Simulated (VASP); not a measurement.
PtS2, 3 atoms in the cell. Symmetry: P3m1, No. 156, trigonal system. Conventional cell: a = 3.543 Å, b = 3.543 Å, c = 5.039 Å, α = 90.00°, β = 90.00°, γ = 120.00°. Pt (site symmetry 3m) has 6 S at 2.40 to 2.57 Å within 3.2 Å. Within 3.6 Å of S (site symmetry 3m) lie 3 Pt at 2.57 Å and 12 S at 3.02 to 3.54 Å. Within 3.2 Å of S (site symmetry 3m) lie 3 Pt at 2.40 Å and 3 S at 3.02 Å.  This cell differs from its parent crystal: atom 2 (S) moved by (+0.000, +0.300) A along [1 1 0] and z.

```yaml
Program: VASP 6.6.1
Task: single point
Functional: PBEsol
Potentials_or_basis: VASP PAW PBE potentials, release 64 (Pt, S)
Cutoff: 520 eV
k_mesh: 12 × 12 × 8
Occupations: gaussian, width 0.05 eV
Spin: no spin polarisation
Dipole_correction: no
Further_INCAR_settings: ALGO = Normal; EDIFF = 1e-06; NBANDS = 18
```

Potentials or basis: VASP PAW PBE potentials, release 64 (Pt, S).

Run with:

```bash
$ cat potpaw_PBE.64/Pt/POTCAR potpaw_PBE.64/S/POTCAR > POTCAR
$ mpirun -np 1 vasp_std > vasp.out
```

Hardware: 1 thread of Intel(R) Xeon(R) 6975P-C (Granite Rapids), with other jobs on the host.

Task: How long does it take, and how much memory?

Result: Run time: 51 s on 1 thread of Intel(R) Xeon(R) 6975P-C (Granite Rapids), with other jobs on the host, peak memory 0.26 GiB. Counts: scf iterations 14, k points 131.
